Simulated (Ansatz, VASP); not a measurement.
Pd in VASP and in Ansatz

Contents of INCAR:

```
PREC     = Accurate       # precision mode
ENCUT    = 520            # plane-wave cutoff, eV
EDIFF    = 1E-6           # SCF threshold, eV
ISMEAR   = -1             # smearing method
SIGMA    = 0.05           # smearing width, eV
LREAL    = F              # projectors in reciprocal space
LASPH    = T              # aspherical terms in the spheres
NELM     = 150            # most SCF steps
ALGO     = Normal         # electronic algorithm
ISIF     = 2              # what is computed and relaxed
LWAVE    = F              # write WAVECAR
LCHARG   = F              # write CHGCAR
MAGMOM   = 0 0 0 0 0 0    # initial moments
LORBIT   = 11             # projections on sites
LSORBIT  = T              # spin-orbit coupling
GGA_COMPAT= F            
LORBMOM  = T            
LMAXMIX  = 4              # l up to which the mixer works
GGA      = PS             # functional
NBANDS   = 32             # bands
```

KPOINTS

```
Automatic mesh
0
Gamma
  8 8 4
```

Contents of POSCAR:

```
Pd
1.0
    2.7836650458      0.0000000000      0.0000000000
   -1.3918325229      2.4107246453      0.0000000000
    0.0000000000      0.0000000000      4.6288930000
Pd
2
Direct
    0.3333333333      0.6666666667      0.2500000000
    0.6666666667      0.3333333333      0.7500000000
```

input.yaml

```yaml
crystal:
  lattice:
    - [2.7836650458, 0.0, 0.0]
    - [-1.3918325229, 2.4107246453, 0.0]
    - [0.0, 0.0, 4.628893]
  atoms:
    - { symbol: Pd, position: [0.3333333333, 0.6666666667, 0.25] }
    - { symbol: Pd, position: [0.6666666667, 0.3333333333, 0.75] }
kpoints:
  mp_grid: { grid: [8, 8, 4] }
  band_path:
    path:
      - [0.0, 0.0, 0.0]
      - [0.5, 0.0, 0.0]
      - [0.3333333333, 0.3333333333, 0.0]
      - [0.0, 0.0, 0.0]
      - [0.0, 0.0, 0.5]
      - [0.5, 0.0, 0.5]
      - [0.3333333333, 0.3333333333, 0.5]
      - [0.0, 0.0, 0.5]
    npoints: 10
scf:
  occupations: { method: fermi_dirac, width: 0.05 }
hamiltonian:
  xc: pbesol
  pseudopotentials: { kind: all_electron, lapw: { basis_error: 0.001 } }
magnetization:
  noncollinear: true
  spin_orbit: true
output:
  forces: true
  stress: true
  eigenvalues: true
```

Alike in both runs: functional PBEsol; k mesh 8 × 8 × 4; occupations fermi-dirac, width 0.05 eV; non-collinear spin, spin-orbit coupling.

|  | VASP | Ansatz |
| --- | --- | --- |
| version | VASP 6.6.1 | Ansatz 0.2.0 |
| potentials or method | VASP PAW PBE potentials, release 64 (Pd), cutoff 520 eV | all-electron LAPW, relativistic spinors |
| task | single point | band structure |

VASP gave:

```
pressure (GPa)                                                : -10.3
traceless stress, the component that is largest in VASP (GPa) : 0.15
net moment per atom (μB)                                      : 0.00
```

Q: Estimate Ansatz's values.

A: Pressure (GPa): -10.1; traceless stress, the component that is largest in VASP (GPa): 0.22; net moment per atom (μB): 0.00.

VASP's potentials were made for PBE, not for PBEsol. Ansatz ran all-electron here, and VASP with PAW potentials.

Noted on Ansatz's run: the k mesh is thin for a metal, which can move the energy by tens of meV per atom.
